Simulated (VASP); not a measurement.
## PbS: single point with PBE

PbS:

```xyz
2
Lattice="4.0897 0.0000 0.0000 -2.0448 3.5418 0.0000 0.0000 0.0000 3.7882" Properties=species:S:1:pos:R:3 pbc="T T T"
Pb    0.0000    0.0000    0.0000
S     2.0448    1.1806    1.8941
```

```yaml
Program: VASP 6.6.1
Task: single point
Functional: PBE
Potentials_or_basis: VASP PAW PBE potentials, release 64 (Pb_d, S)
Cutoff: 520 eV
k_mesh: 8 × 8 × 7
Occupations: gaussian, width 0.019 eV
Spin: no spin polarisation
Dipole_correction: no
Further_INCAR_settings: ALGO = Normal; EDIFF = 1e-07; NBANDS = 17
```

The pressure is 0.0 GPa and the band gap on the k mesh is 0.21 eV (least direct gap 1.65 eV).

Levels at points of the mesh, in eV from the valence-band top:
| k point | band 6 | band 7 | band 8 | band 9 | band 10 | band 11 | band 12 | band 13 | band 14 | band 15 |
| --- | --- | --- | --- | --- | --- | --- | --- | --- | --- | --- |
| (0.00, 0.00, 0.00) | -13.06 | -6.37 | -2.06 | -1.58 | -1.58 | 3.55 | 3.55 | 5.36 | 6.59 | 7.16 |
| (0.50, 0.00, 0.00) | -11.97 | -8.37 | -2.59 | -1.70 | -1.08 | 2.01 | 4.03 | 5.35 | 5.50 | 11.08 |

Run time: 36 s on 1 thread of Intel Xeon 8259CL, on a shared host, peak memory 0.18 GiB.

Caveat: spin-orbit coupling is left out, which moves the levels of the heavy elements; an odd mesh through Γ misses points on the zone boundary, where band edges can lie.
